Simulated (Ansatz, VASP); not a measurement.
MgH2: VASP beside Ansatz

```
Mg H
1.0
    -1.68147    1.68147    2.37622
     1.68147   -1.68147    2.37622
     1.68147    1.68147   -2.37622
Mg H
1 2
Direct
  0.00000 0.00000 0.00000
  0.25000 0.75000 0.50000
  0.75000 0.25000 0.50000
```

Alike in both runs: task relaxation of cell and atoms; functional PBE; k mesh 14 × 14 × 14; occupations gaussian, width 0.1 eV; no spin polarisation.

|  | VASP | Ansatz |
| --- | --- | --- |
| version | VASP 6.6.1 | Ansatz 0.2.0 |
| potentials or method | VASP PAW PBE potentials, release 64 (Mg, H), cutoff 600 eV | scalar-relativistic, plane waves, PAW |
| valence electrons in the cell | 4 | 12 |

Ansatz gave:

| Property | Result |
| --- | --- |
| gap on the k mesh at the Fermi level, each at its own relaxed structure (eV) | none |
| relaxed volume (Å³/atom) | 8.98 |
| relaxed cell length with the largest relative difference (Å) | 3.365 |

What did VASP give for the same quantities?

gap on the k mesh at the Fermi level, each at its own relaxed structure (eV): none; relaxed volume (Å³/atom): 8.96; relaxed cell length with the largest relative difference (Å): 3.362.

A gap of «none» marks a metal or a gap that the smearing closes. VASP's potentials hold 4 valence electrons a cell and Ansatz's 12, so a difference there can come from the potentials and not from the codes.

Noted on VASP's run: the relaxation stopped at its first step, so nothing moved.
